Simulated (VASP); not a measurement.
Input of a VASP 6.6.1 run:

Contents of INCAR:

```
SYSTEM = SnTe
  PREC = Accurate
  ENCUT = 520
  EDIFF = 1E-6
  ISMEAR = -1
  SIGMA = 0.02
  LREAL = .False.
  LASPH = .True.
  NELM = 80
  ALGO = Normal
  ISIF = 2
  LWAVE = .False.
  LCHARG = .False.
  GGA = PE
  NBANDS = 17
```

The input KPOINTS:

```
Automatic mesh
0
Gamma
  8 8 8
  0 0 0
```

File POSCAR:

```
SnTe
1.0
    0.0000000000      3.1893303454      3.1255437385
    3.1893303454      0.0000000000      3.1255437385
    3.1893303454      3.1893303454      0.0000000000
Sn Te
1 1
Direct
    0.0000000000      0.0000000000      0.0000000000
    0.5000000000      0.5000000000      0.5000000000
```

Potentials or basis: VASP PAW PBE potentials, release 64 (Sn_d, Te).

Run with:

```console
$ cat potpaw_PBE.64/Sn_d/POTCAR potpaw_PBE.64/Te/POTCAR > POTCAR
$ mpirun -np 1 vasp_std > vasp.out
```

Problem. Estimate the pressure.

Solution. 1.5 GPa.

Problem. Estimate the band gap on the k mesh.

Solution. 0.07 eV.

Stress tensor (GPa, compression positive):
```
0.62 0.00 0.00
0.00 0.62 0.00
0.00 0.00 3.22
```

Caveat: the cell differs from its parent crystal (uniaxial z strain -2.0%); spin-orbit coupling is left out, which moves the levels of the heavy elements. A k mesh can miss the band edges.
